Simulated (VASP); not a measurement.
# ZrC in VASP: a series of runs, part 2 of 2

VASP 6.6.1.

### Step 5. Single point, PBE (equal xx and yy strain of -3 %)

Input file INCAR:

```
SYSTEM = ZrC
PREC = Accurate ; ENCUT = 520
EDIFF = 1E-7 ; ISMEAR = -1
SIGMA = 0.05 ; LREAL = .False.
LASPH = .True. ; NELM = 100
ALGO = Normal ; ISIF = 2
LWAVE = .False. ; LCHARG = .False.
GGA = PE ; NBANDS = 15
```

Input file KPOINTS:

```
Automatic mesh
0
Gamma
  15 15 15
  0 0 0
```

Input file POSCAR:

```
ZrC
1.0
    0.0000000000      2.2797037000      2.3502100000
    2.2797037000      0.0000000000      2.3502100000
    2.2797037000      2.2797037000      0.0000000000
Zr C
1 1
Direct
    0.5000000000      0.5000000000      0.5000000000
    0.0000000000      0.0000000000      0.0000000000
```

Potentials or basis: VASP PAW PBE potentials, release 64 (Zr_sv, C).

Launch:

```sh
> cat potpaw_PBE.64/Zr_sv/POTCAR potpaw_PBE.64/C/POTCAR > POTCAR
> mpirun -np 1 vasp_std > vasp.out
```

OUTCAR:

```text
SYSTEM = ZrC
   PREC = Accurate
   ENCUT = 520
   EDIFF = 1E-7
   ISMEAR = -1
   LREAL = .False.
   LASPH = .True.
   NELM = 100
   ISIF = 2
   GGA = PE

 ion  position               nearest neighbor table
   1  0.500  0.500  0.500-   2 2.28   2 2.28   2 2.28   2 2.28   2 2.35   2 2.35
   2  0.000  0.000  0.000-   1 2.28   1 2.28   1 2.28   1 2.28   1 2.35   1 2.35

  LATTYP: Found a body centered tetragonal cell.
 ALAT       =     3.2239878907
 C/A-ratio  =     1.4579521262

  Lattice vectors:

 A1 = (  -2.2797037000,   0.0000000000,   2.3502100000)
 A2 = (   2.2797037000,   0.0000000000,   2.3502100000)
 A3 = (   0.0000000000,   2.2797037000,  -2.3502100000)

Analysis of symmetry for initial positions (statically):
=====================================================================
 Subroutine PRICEL returns:
 Original cell was already a primitive cell.

 Routine SETGRP: Setting up the symmetry group for a
 body centered tetragonal supercell.

 Subroutine GETGRP returns: Found 16 space group operations
 (whereof 16 operations were pure point group operations)
 out of a pool of 16 trial point group operations.

The static configuration has the point symmetry D_4h.

Analysis of symmetry for dynamics (positions and initial velocities):
=====================================================================
 Subroutine PRICEL returns:
 Original cell was already a primitive cell.

 Routine SETGRP: Setting up the symmetry group for a
 body centered tetragonal supercell.

 Subroutine GETGRP returns: Found 16 space group operations
 (whereof 16 operations were pure point group operations)
 out of a pool of 16 trial point group operations.

The dynamic configuration has the point symmetry D_4h.

 Subroutine INISYM returns: Found 16 space group operations
 (whereof 16 operations are pure point group operations),
 and found     1 'primitive' translations

----------------------------------------------------------------------------------------
[... 121 lines left out ...]
   IVDW    =     0    specifies the selected vdW correction
   LEPSILON=     F    determine dielectric tensor
   LRPA    =     F    only Hartree local field effects (RPA)
 non-spin polarized calculation
  energy-cutoff  :      520.00
  volume of cell :       24.43
 maximum number of plane-waves:       670
   NGX = 13   NGY = 13   NGZ = 11

 number of electron      16.0000000 magnetization

 Free energy of the ion-electron system (eV)
  ---------------------------------------------------
  ext. energy  EPLUGINS =         0.00000000
  ---------------------------------------------------
  free energy    TOTEN  =       -19.35444447 eV

  energy without entropy =      -19.35225040  energy(sigma->0) =      -19.35334744

 E-fermi :  10.3440     XC(G=0): -12.4357

 val. band max:       10.3293861337   @ k =  -0.4667   0.4667   0.0000
 cond. band min:      10.3842217111   @ k =   0.1333   0.1333   0.0000
 fundamental gap:      0.0548355774
 Fermi energy:        10.3439935472

 k-point     1 :       0.0000    0.0000    0.0000
  band No.  band energies     occupation
      1     -37.5395      2.00000
      2     -15.2184      2.00000
      3     -15.1975      2.00000
      4     -15.1975      2.00000
      5      -1.1858      2.00000
      6      11.1578      0.00000
      7      11.2294      0.00000
      8      11.3416      0.00000
      9      11.3416      0.00000
     10      11.5567      0.00000
     11      11.5567      0.00000
     12      13.0811      0.00000
     13      13.5065      0.00000
     14      18.4218      0.00000
[... 401 lines left out ...]
      2     -15.5085      2.00000
      3     -15.2763      2.00000
      4     -15.2740      2.00000
      5      -0.3980      2.00000
      6       7.8264      2.00000
      7       9.6478      2.00000
      8      10.0170      1.99712
      9      10.8791      0.00004
     10      13.4454      0.00000
     11      13.7638      0.00000
     12      14.6089      0.00000
     13      16.7830      0.00000
     14      20.0145      0.00000
     15      23.1763      0.00000

 [... further k-points ...]

------------------------ aborting loop because EDIFF is reached ----------------------------------------

  FORCE on cell =-STRESS in cart. coord.  units (eV):
  Direction    XX          YY          ZZ          XY          YZ          ZX
  --------------------------------------------------------------------------------------
  -------------------------------------------------------------------------------------
  Total        3.3845503      3.3845503      1.2550723      0.0000000      0.0000000     -0.0000000
  in kB      221.9821624    221.9821624     82.3163029      0.0000000      0.0000000     -0.0000000
  external PRESSURE =     175.4268759 kB  Pullay stress =       0.0000000 kB

 VOLUME and BASIS-vectors are now :
 -----------------------------------------------------------------------------
  energy-cutoff  :      520.00
  volume of cell :       24.43
      direct lattice vectors                 reciprocal lattice vectors
     0.000000000  2.279703700  2.350210000    -0.219326748  0.219326748  0.212746946
     2.279703700  0.000000000  2.350210000     0.219326748 -0.219326748  0.212746946
     2.279703700  2.279703700  0.000000000     0.219326748  0.219326748 -0.212746946

 POSITION                                       TOTAL-FORCE (eV/Angst)
 -----------------------------------------------------------------------------------
      2.27970      2.27970      2.35021         0.000000     -0.000000      0.000000
      0.00000      0.00000      0.00000        -0.000000      0.000000      0.000000
 -----------------------------------------------------------------------------------
    total drift:                                0.000000     -0.000000      0.000000

  FREE ENERGIE OF THE ION-ELECTRON SYSTEM (eV)
  ---------------------------------------------------
  free  energy   TOTEN  =       -19.3544444722 eV

  energy  without entropy=      -19.3522504024  energy(sigma->0) =      -19.35334744
```

Run time: 57 s. Hardware: 1 thread of Intel Xeon 8259CL, shared host; peak memory 0.23 GiB.

Results:

```
Free energy            : -19.3544 eV
Pressure               : 17.5 GPa
Band gap on the k mesh : zero (bands 8 and 9 overlap by 1.40 eV)
```

Stress tensor (GPa, compression positive):
```
22.20  0.00  0.00
 0.00 22.20  0.00
 0.00  0.00  8.23
```

Levels at points of the mesh, in eV from the Fermi level:
```tsv
k point	band 4	band 5	band 6	band 7	band 8	band 9	band 10	band 11	band 12	band 13
(0.00, 0.00, 0.00)	-25.54	-11.53	0.81	0.89	1.00	1.00	1.21	1.21	2.74	3.16
```

Caveat: the cell differs from its parent crystal (equal xx and yy strain of -3 %); the cell stands under pressure.

### Step 6. Single point, PBE (zz strain of -3 %)

Input file INCAR:

```
PREC = Accurate
ENCUT = 520
EDIFF = 1E-6
ISMEAR = -1
SIGMA = 0.05
LREAL = F
LASPH = T
NELM = 60
ALGO = Normal
ISIF = 2
LWAVE = F
LCHARG = T
GGA = PE
LELF = T
LVHAR = T
NBANDS = 15
```

Input file KPOINTS:

```
Automatic mesh
0
Gamma
  15 15 15
```

Input file POSCAR:

```
ZrC
1.0
    0.0000000000      2.3502100000      2.2797037000
    2.3502100000      0.0000000000      2.2797037000
    2.3502100000      2.3502100000      0.0000000000
Zr C
1 1
Direct
    0.5000000000      0.5000000000      0.5000000000
    0.0000000000      0.0000000000      0.0000000000
```

Potentials or basis: VASP PAW PBE potentials, release 64 (Zr_sv, C).

Launch:

```sh
> cat potpaw_PBE.64/Zr_sv/POTCAR potpaw_PBE.64/C/POTCAR > POTCAR
> mpirun -np 1 vasp_std > vasp.out
```

Wall time 86 s (1 thread of Intel Xeon 8259CL, shared host); peak memory 0.23 GiB.

It converged, with:

```
Free energy            : -19.4165 eV
Pressure               : 9.2 GPa
Band gap on the k mesh : zero (bands 8 and 9 overlap by 1.57 eV)
```

Stress tensor (GPa, compression positive):
```
 4.81  0.00  0.00
 0.00  4.81  0.00
 0.00  0.00 18.04
```

Levels at points of the mesh, in eV from the Fermi level:
```
           k point  band 4  band 5  band 6  band 7  band 8  band 9  band 10  band 11  band 12  band 13
(0.00, 0.00, 0.00)  -25.67  -11.42    0.87    0.87    1.00    1.00     1.06     1.31     2.71     3.01
```

Caveat: the cell differs from its parent crystal (zz strain of -3 %); the cell stands under pressure.

### Step 7. Summary

| cell | k mesh | gap on the mesh (eV) | pressure (GPa) |
| --- | --- | --- | --- |
| a = 3.324 Å, angles 60.0°, 2 atoms | 4 × 4 × 4 | none | 0.6 |
| a = 3.324 Å, angles 60.0°, 2 atoms | 11 × 11 × 11 | none | 1.5 |
| a = 3.324 Å, angles 60.0°, 2 atoms | 21 × 21 × 21 | none | 1.4 |
| a = 3.274, b = 3.274, c = 3.224 Å, angles 60.5, 60.5, 59.0°, 2 atoms | 15 × 15 × 15 | none | 17.5 |
| a = 3.274, b = 3.274, c = 3.324 Å, angles 59.5, 59.5, 61.0°, 2 atoms | 15 × 15 × 15 | none | 9.2 |

Alike in all rows: task single point; level PBE; potentials or basis VASP PAW PBE potentials, release 64 (Zr_sv, C); no spin polarisation; cutoff (eV) 520; smearing fermi-dirac 0.05 eV.

Caveats: some runs use coarse meshes; the cell stands under pressure (at least some runs).

Absolute energies hang on the potentials; compare differences alone.
